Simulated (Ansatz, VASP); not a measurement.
# Te: VASP beside Ansatz

Contents of INCAR:

```
PREC = Accurate
ENCUT = 520
EDIFF = 1E-7
ISMEAR = -1
SIGMA = 0.15
LREAL = False
LASPH = True
NELM = 60
ALGO = Normal
ISIF = 2
LWAVE = False
LCHARG = False
GGA = PS
NBANDS = 20
```

File KPOINTS:

```
Automatic mesh
0
Gamma
  3 7 5
```

The input POSCAR:

```
Te
1.0
    9.2140160000      0.0000000000      0.0000000000
    0.0000000000      3.1522020000      0.0000000000
    0.0000000000      0.0000000000      4.4566410000
Te
4
Direct
    0.7500000000      0.5000000000      0.5206230000
    0.2500000000      0.5000000000      0.4793770000
    0.0000000000      0.5000000000      0.0000000000
    0.5000000000      0.5000000000      0.0000000000
```

Input for Ansatz:

```yaml
crystal:
  lattice:
    - [9.214016, 0.0, 0.0]
    - [0.0, 3.152202, 0.0]
    - [0.0, 0.0, 4.456641]
  atoms:
    - { symbol: Te, position: [0.75, 0.5, 0.520623] }
    - { symbol: Te, position: [0.25, 0.5, 0.479377] }
    - { symbol: Te, position: [0.0, 0.5, 0.0] }
    - { symbol: Te, position: [0.5, 0.5, 0.0] }
kpoints:
  mp_grid:
    grid: [3, 7, 5]
hamiltonian:
  xc: pbesol
scf:
  occupations:
    method: fermi_dirac
    width: 0.15
output:
  forces: true
  stress: true
```

Alike in both runs: task single point; functional PBEsol; k mesh 3 × 7 × 5; occupations fermi-dirac, width 0.15 eV; no spin polarisation.

|  | VASP | Ansatz |
| --- | --- | --- |
| version | VASP 6.6.1 | Ansatz 0.2.0 |
| potentials or method | VASP PAW PBE potentials, release 64 (Te) | plane waves, PAW |
| plane-wave cutoff (eV) | 520 | 420 |
| valence electrons in the cell | 24 | 64 |

|  | VASP | Ansatz | Ansatz less VASP |
| --- | --- | --- | --- |
| pressure (GPa) | -1.5 | -1.6 | -0.03 |
| traceless stress, the component that is largest in VASP (GPa) | 1.06 | 1.06 | 0.000 |
| rms of the force components (eV/Å) | 0.014 | 0.014 | +0.0003 |

VASP's potentials were made for PBE, not for PBEsol. Atom by atom the forces differ by 0.000 eV/Å (rms over components). With one functional, cell and mesh, what is left measures potentials, basis and numerics. VASP's potentials hold 24 valence electrons a cell and Ansatz's 64, so a difference there can come from the potentials and not from the codes.

Neither program's run includes spin-orbit coupling.
